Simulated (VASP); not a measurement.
# Ga (P6/mmm) in VASP: notebook

Ga is run at these levels: PBE; tasks: relaxation of cell and atoms.

Everything below comes from runs of VASP 6.6.1. Logs are shortened: lines on timing, memory, paths and dates and some standing lists are left out, and cuts for length are marked.

## Step 1: The cell of the first run

It takes space group P6/mmm (No. 191, hexagonal). Conventional cell: a = 3.799 Å, b = 3.799 Å, c = 2.356 Å, α = 90.00°, β = 90.00°, γ = 120.00°. Within 3.1 Å of Ga (site symmetry 6/mmm) lie 14 Ga at 2.36 to 2.49 Å. Ga (site symmetry -6m2) has 11 Ga at 2.19 to 2.49 Å within 2.9 Å.

## Step 2: Relaxation of cell and atoms, PBE, target pressure 160 GPa, at which the enthalpy is minimised

File INCAR:

```
  ALGO = Normal
  EDIFF = 1E-6
  EDIFFG = -0.005
  ENCUT = 600
  GGA = PE
  IBRION = 2
  ISIF = 3
  ISMEAR = -1
  LASPH = True
  LCHARG = False
  LREAL = False
  LWAVE = False
  NELM = 80
  NSW = 60
  PREC = Accurate
  PSTRESS = 1600.0
  SIGMA = 0.1
```

File KPOINTS:

```
k-points
0
Gamma
  10 10 13
```

File POSCAR:

```
Ga
1.0
    3.7992707387      0.0000000000      0.0000000000
   -1.8996353694      3.2902649756      0.0000000000
    0.0000000000      0.0000000000      2.3555478580
Ga
3
Direct
    0.0000000000      0.0000000000      0.0000000000
    0.3333333333      0.6666666667      0.5000000000
    0.6666666667      0.3333333333      0.5000000000
```

Potentials or basis: VASP PAW PBE potentials, release 64 (Ga_d).

On the command line:

```bash
cat potpaw_PBE.64/Ga_d/POTCAR > POTCAR
mpirun -np 1 vasp_std > vasp.out
```

OUTCAR:

```text
EDIFF = 1E-6
   EDIFFG = -0.005
   ENCUT = 600
   GGA = PE
   IBRION = 2
   ISIF = 3
   ISMEAR = -1
   LASPH = True
   LREAL = False
   NELM = 80
   NSW = 60
   PREC = Accurate
   PSTRESS = 1600.0

 ion  position               nearest neighbor table
   1  0.000  0.000  0.000-   2 2.49   3 2.49   2 2.49   3 2.49   3 2.49   3 2.49   2 2.49   2 2.49
                             3 2.49   3 2.49   2 2.49   2 2.49
   2  0.333  0.667  0.500-   3 2.19   3 2.19   3 2.19   1 2.49   1 2.49   1 2.49   1 2.49   1 2.49
                             1 2.49
   3  0.667  0.333  0.500-   2 2.19   2 2.19   2 2.19   1 2.49   1 2.49   1 2.49   1 2.49   1 2.49
                             1 2.49

  LATTYP: Found a hexagonal cell.
 ALAT       =     3.7992707387
 C/A-ratio  =     0.6200000000

  Lattice vectors:

 A1 = (   3.7992707387,   0.0000000000,   0.0000000000)
 A2 = (  -1.8996353694,   3.2902649756,   0.0000000000)
 A3 = (   0.0000000000,   0.0000000000,   2.3555478580)

Analysis of symmetry for initial positions (statically):
=====================================================================
 Subroutine PRICEL returns:
 Original cell was already a primitive cell.

 Routine SETGRP: Setting up the symmetry group for a
 hexagonal supercell.

 Subroutine GETGRP returns: Found 24 space group operations
 (whereof 24 operations were pure point group operations)
 out of a pool of 24 trial point group operations.

The static configuration has the point symmetry D_6h.

Analysis of symmetry for dynamics (positions and initial velocities):
=====================================================================
 Subroutine PRICEL returns:
 Original cell was already a primitive cell.

 Routine SETGRP: Setting up the symmetry group for a
 hexagonal supercell.

 Subroutine GETGRP returns: Found 24 space group operations
 (whereof 24 operations were pure point group operations)
 out of a pool of 24 trial point group operations.

The dynamic configuration has the point symmetry D_6h.

 Subroutine INISYM returns: Found 24 space group operations
 (whereof 24 operations are pure point group operations),
 and found     1 'primitive' translations

----------------------------------------------------------------------------------------

[... 102 lines left out ...]
   POTIM  = 0.5000    time-step for ionic-motion
   TEBEG  =    0.0;   TEEND  =   0.0 temperature during run
   PSTRESS= 1600.0 pullay stress
   NELECT =      39.0000    total number of electrons
   NUPDOWN=      -1.0000    fix difference up-down
   EMIN   =  10.00;   EMAX   =-10.00  energy-range for DOS
   EFERMI =   0.00;   METHOD = LEGACY
   ISMEAR =    -1;   SIGMA  =   0.10  broadening in eV -4-tet -1-fermi 0-gaus
   EFERMI_NEDOS =   21; number of points for ismear=-14 and -15
   IALGO  =     38    algorithm
   IMIX   =      4    mixing-type and parameters
     AMIX     =   0.40;   BMIX     =  1.00
     AMIX_MAG =   1.60;   BMIX_MAG =  1.00
  volume/ion in A,a.u.               =       9.82        66.24
  Fermi-wavevector in a.u.,A,eV,Ry     =   1.797858  3.397459 43.978014  3.232293
  Thomas-Fermi vector in A             =   2.859115
   LORBIT       =      0    0 simple, 1 ext, 2 COOP (PROOUT), +10 PAW based schemes
   GGA     = PE    functional components
   LHFCALC =     F    Hartree Fock is set to
   AEXX    =    0.0000 exact exchange contribution
   IVDW    =     0    specifies the selected vdW correction
   LEPSILON=     F    determine dielectric tensor
   LRPA    =     F    only Hartree local field effects (RPA)
 conjugate gradient relaxation of ions
 non-spin polarized calculation
  energy-cutoff  :      600.00
  volume of cell :       29.45
 maximum number of plane-waves:      1005
   NGX = 15   NGY = 15   NGZ =  9

--------------------------------------- Ionic step        1  -------------------------------------------

 number of electron      38.9999962 magnetization

 Free energy of the ion-electron system (eV)
  ---------------------------------------------------
  ext. energy  EPLUGINS =         0.00000000
  ---------------------------------------------------
  free energy    TOTEN  =        -0.87954328 eV

  energy without entropy =       -0.84742509  energy(sigma->0) =       -0.86348419

------------------------ aborting loop because EDIFF is reached ----------------------------------------

  FORCE on cell =-STRESS in cart. coord.  units (eV):
  Direction    XX          YY          ZZ          XY          YZ          ZX
  --------------------------------------------------------------------------------------
  -------------------------------------------------------------------------------------
  Total       31.6979093     31.6979093     28.1484633     -0.0000000      0.0000000      0.0000000
  in kB     1724.7182219   1724.7182219   1531.5889480     -0.0000000      0.0000000      0.0000000
  external PRESSURE =      60.3417973 kB  Pullay stress =    1600.0000000 kB
[... 100 lines left out ...]
  energy  without entropy=       -1.4801637236  energy(sigma->0) =       -1.49575042

  enthalpy is  TOTEN    =        28.4896075744 eV   P V=       30.0009446917

[... ionic steps 4 to 10 ...]

--------------------------------------- Ionic step       11  -------------------------------------------

 number of electron      38.9999982 magnetization

------------------------ aborting loop because EDIFF is reached ----------------------------------------
[... 73 lines left out ...]
--------------------------------------- Ionic step       13  -------------------------------------------

 number of electron      38.9999982 magnetization

 Free energy of the ion-electron system (eV)
  ---------------------------------------------------
  ext. energy  EPLUGINS =         0.00000000
  ---------------------------------------------------
  free energy    TOTEN  =        -1.20462460 eV

  energy without entropy =       -1.17306882  energy(sigma->0) =       -1.18884671

 E-fermi :  14.0693     XC(G=0): -14.6763

 val. band max:       14.0573973925   @ k =   0.4000   0.1000   0.3846
 cond. band min:      14.0805453015   @ k =   0.2000  -0.0000   0.4615
 fundamental gap:      0.0231479091
 Fermi energy:        14.0693287684

 k-point     1 :       0.0000    0.0000    0.0000
  band No.  band energies     occupation
      1      -3.8630      2.00000
      2      -3.4883      2.00000
      3      -2.8433      2.00000
      4      -2.8357      2.00000
      5      -2.6993      2.00000
      6      -2.6993      2.00000
[... 613 lines left out ...]
     22      22.1890      0.00000
     23      24.3735      0.00000

 [... further k-points ...]
[... 5 lines left out ...]
  --------------------------------------------------------------------------------------
  -------------------------------------------------------------------------------------
  Total       29.6640563     29.6640563     29.6717262     -0.0000000     -0.0000000      0.0000000
  in kB     1599.2249639   1599.2249640   1599.6384545     -0.0000001     -0.0000000      0.0000000
  external PRESSURE =      -0.6372059 kB  Pullay stress =    1600.0000000 kB
[... 22 lines left out ...]
  energy  without entropy=       -1.1730688180  energy(sigma->0) =       -1.18884671

  enthalpy is  TOTEN    =        28.4738079024 eV   P V=       29.6784325074

 reached required accuracy - stopping structural energy minimisation
```

OSZICAR:

```text
N       E                     dE             d eps       ncg     rms          rms(c)
DAV:   1     0.200037428613E+03    0.20004E+03   -0.21094E+04  5235   0.402E+03
[... 104 lines left out ...]
  12 F= 0.28473848E+02 E0= 0.28489626E+02  d E =0.404527E-04
       N       E                     dE             d eps       ncg     rms          rms(c)
DAV:   1    -0.120484112839E+01    0.21005E-01   -0.27721E-03  4823   0.115E+00    0.889E-02
DAV:   2    -0.120467080552E+01    0.17032E-03   -0.29735E-04  5642   0.443E-01    0.400E-02
DAV:   3    -0.120462841525E+01    0.42390E-04   -0.46052E-05  5187   0.179E-01    0.847E-03
DAV:   4    -0.120462452305E+01    0.38922E-05   -0.74251E-06  5001   0.668E-02    0.107E-03
DAV:   5    -0.120462460497E+01   -0.81928E-07   -0.10097E-06  2502   0.270E-02
  13 F= 0.28473808E+02 E0= 0.28489586E+02  d E =0.663525E-06
```

Run time: 5.3 min. Hardware: 1 thread of AMD EPYC 9R45 (Zen 5), shared host; peak memory 0.17 GiB.

What came out:

```yaml
Free_energy: -1.2046 eV
Relaxed_volume: 9.91 Å³/atom
Relaxed_cell: a = 3.859 Å, b = 3.859 Å, c = 2.305 Å, α = 90.00°, β = 90.00°, γ = 120.00°
Space_group_after_relaxing_to_0.05_Å: P6/mmm (No. 191)
Energy_change_on_relaxing_the_enthalpy_is_what_falls: -108.4 meV/atom
Ionic_steps: 13
Pressure_after_relaxing: 159.9 GPa
```

The path:
```tsv
step	energy change (eV)	largest force (eV/Å)	pressure (GPa)	volume (Å³)
1	0.0000	0.0000	166.03	29.45
2	-1.5055	0.0000	135.65	31.02
3	-0.6318	0.0000	153.29	30.04
4	0.2333	0.0000	170.96	29.22
5	-0.3870	0.0000	159.04	29.78
6	-0.3817	0.0000	158.88	29.78
7	-0.3734	0.0000	159.15	29.77
8	-0.2320	0.0000	161.88	29.63
9	-0.3200	0.0000	160.13	29.71
10	-0.3236	0.0000	159.92	29.72
11	-0.3216	0.0000	160.14	29.72
12	-0.3463	0.0000	159.49	29.74
13	-0.3251	0.0000	159.94	29.72
```

Final structure:
```
CELL_PARAMETERS angstrom
3.85885 0.00000 0.00000
-1.92943 3.34186 0.00000
0.00000 0.00000 2.30454
ATOMIC_POSITIONS crystal
Ga 0.00000 0.00000 0.00000
Ga 0.33333 0.66667 0.50000
Ga 0.66667 0.33333 0.50000
```

Caveat: the cell is relaxed towards a set pressure, so the enthalpy falls and the energy may rise.

## Step 3: Relaxation of cell and atoms, PBE, target pressure 160 GPa, at which the enthalpy is minimised

This run uses another cell than the first one, of 9.89 Å³/atom, 1.007 times its volume.

File INCAR:

```
PREC = Accurate
ENCUT = 600
EDIFF = 1E-6
ISMEAR = -1
SIGMA = 0.1
LREAL = F
LASPH = T
NELM = 60
ALGO = Normal
ISIF = 3
LWAVE = F
LCHARG = F
GGA = PE
IBRION = 2
NSW = 32
EDIFFG = -0.005
PSTRESS = 1600.0
```

File KPOINTS:

```
Automatic mesh
0
Gamma
  10 10 13
```

File POSCAR:

```
Ga
1.0
    3.8561595024      0.0000000000      0.0000000000
   -1.9280797512      3.3395320901      0.0000000000
    0.0000000000      0.0000000000      2.3030135313
Ga
3
Direct
    0.0000000000      0.0000000000      0.0000000000
    0.3333333333      0.6666666667      0.5000000000
    0.6666666667      0.3333333333      0.5000000000
```

Potentials or basis: VASP PAW PBE potentials, release 64 (Ga_d).

On the command line:

```bash
cat potpaw_PBE.64/Ga_d/POTCAR > POTCAR
mpirun -np 1 vasp_std > vasp.out
```

Wall time 86 s (1 thread of AMD EPYC 9R45 (Zen 5), shared host); peak memory 0.17 GiB.

Results (log left out):

```yaml
Free_energy: -1.2027 eV
Relaxed_volume: 9.91 Å³/atom
Relaxed_cell: a = 3.859 Å, b = 3.859 Å, c = 2.305 Å, α = 90.00°, β = 90.00°, γ = 120.00°
Space_group_after_relaxing_to_0.05_Å: P6/mmm (No. 191)
Energy_change_on_relaxing_the_enthalpy_is_what_falls: -19.7 meV/atom
Ionic_steps: 3
Pressure_after_relaxing: 160.0 GPa
```

Step by step:
| step | energy change (eV) | largest force (eV/Å) | pressure (GPa) | volume (Å³) |
| --- | --- | --- | --- | --- |
| 1 | 0.0000 | 0.0000 | 161.18 | 29.66 |
| 2 | -0.3084 | 0.0000 | 154.60 | 29.97 |
| 3 | -0.0592 | 0.0000 | 159.95 | 29.72 |

Final structure:
```cif
data_structure
_symmetry_space_group_name_H-M 'P 1'
_symmetry_Int_Tables_number 1
_cell_length_a 3.8587
_cell_length_b 3.8587
_cell_length_c 2.3046
_cell_angle_alpha 90.000
_cell_angle_beta 90.000
_cell_angle_gamma 120.000
_cell_volume 29.72
loop_
_atom_site_label
_atom_site_type_symbol
_atom_site_fract_x
_atom_site_fract_y
_atom_site_fract_z
_atom_site_occupancy
Ga1 Ga 0.00000 0.00000 0.00000 1
Ga2 Ga 0.33333 0.66667 0.50000 1
Ga3 Ga 0.66667 0.33333 0.50000 1
```

Levels at points of the mesh, in eV from the Fermi level:
```csv
k point,band 17,band 18,band 19,band 20,band 21,band 22
"(0.00, 0.00, 0.00)",-3.51,-3.51,-3.50,-3.50,-1.94,-1.77
"(0.50, 0.00, 0.00)",-13.78,-8.04,-5.02,7.12,7.13,7.42
```

Caveat: the cell is relaxed towards a set pressure, so the enthalpy falls and the energy may rise.
